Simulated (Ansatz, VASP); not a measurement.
## One calculation of Li2Se, two programs

Contents of INCAR:

```
SYSTEM = Li2Se
PREC = Accurate ; ENCUT = 650
EDIFF = 1E-8 ; ISMEAR = -1
SIGMA = 0.03 ; LREAL = .FALSE.
LASPH = .TRUE. ; NELM = 120
ALGO = Normal ; ISIF = 2
LWAVE = .FALSE. ; LCHARG = .FALSE.
LEFG = .TRUE. ; NBANDS = 13
GGA_COMPAT = .FALSE.
```

Contents of KPOINTS:

```
Automatic mesh
0
G
  9 9 9
  0 0 0
```

The input POSCAR:

```
Li2Se
1.0
    0.0000000000      2.9412072914      2.9412072914
    2.9412072914      0.0000000000      2.9412072914
    2.9412072914      2.9412072914      0.0000000000
Li Se
2 1
Direct
    0.2500000000      0.2500000000      0.2500000000
    0.7500000000      0.7500000000      0.7500000000
    0.0000000000      0.0000000000      0.0000000000
```

Input for Ansatz:

```yaml
crystal:
  lattice:
    - [0.0, 2.9412072914, 2.9412072914]
    - [2.9412072914, 0.0, 2.9412072914]
    - [2.9412072914, 2.9412072914, 0.0]
  atoms:
    - { symbol: Li, position: [0.25, 0.25, 0.25] }
    - { symbol: Li, position: [0.75, 0.75, 0.75] }
    - { symbol: Se, position: [0.0, 0.0, 0.0] }
kpoints:
  mp_grid: { grid: [9, 9, 9] }
scf:
  occupations: { method: fermi_dirac, width: 0.03 }
hamiltonian:
  xc: lda
  pseudopotentials: { kind: all_electron, datasets: crystal }
output:
  forces: true
  stress: true
  eigenvalues: true
  efg: { contact_densities: true }
```

Change from the starting cell: volume scaled by 0.94, crystal datasets.

Alike in both runs: task electric field gradients; functional LDA; k mesh 9 × 9 × 9; occupations fermi-dirac, width 0.03 eV; no spin polarisation.

|  | VASP | Ansatz |
| --- | --- | --- |
| version | VASP 6.6.1 | Ansatz 0.2.0 |
| potentials or method | VASP PAW LDA potentials, release 64 (Li_sv, Se), cutoff 650 eV | all-electron PAW with datasets made for the crystal, scalar-relativistic |

Ansatz gave:

```
gap on the k mesh at the Fermi level (eV) : 2.85
pressure (GPa)                            : -0.6
```

Which values does VASP return?

gap on the k mesh at the Fermi level (eV): 2.84; pressure (GPa): -0.7.

LDA's correlation is that of Perdew and Zunger in VASP and of Perdew and Wang (1992) in Ansatz. Ansatz ran all-electron here, and VASP with PAW potentials.
